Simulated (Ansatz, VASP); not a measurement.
**HfC: VASP beside Ansatz**

```
CELL_PARAMETERS angstrom
0.00000 2.27754 2.27754
2.27754 0.00000 2.27754
2.27754 2.27754 0.00000
ATOMIC_POSITIONS crystal
Hf 0.50000 0.50000 0.50000
C 0.00000 0.00000 0.00000
```

Change from the starting cell: volume scaled by 0.94, crystal datasets.

Alike in both runs: task electric field gradients; functional PBEsol; k mesh 15 × 15 × 15; occupations fermi-dirac, width 0.05 eV; no spin polarisation.

|  | VASP | Ansatz |
| --- | --- | --- |
| version | VASP 6.6.1 | Ansatz 0.2.0 |
| potentials or method | VASP PAW PBE potentials, release 64 (Hf_pv, C), cutoff 520 eV | all-electron PAW with datasets made for the crystal, scalar-relativistic |

|  | VASP | Ansatz | Ansatz less VASP |
| --- | --- | --- | --- |
| pressure (GPa) | 8.9 | 9.0 | +0.17 |

VASP's potentials were made for PBE, not for PBEsol. Ansatz ran all-electron here, and VASP with PAW potentials.

Spin-orbit coupling is off throughout.
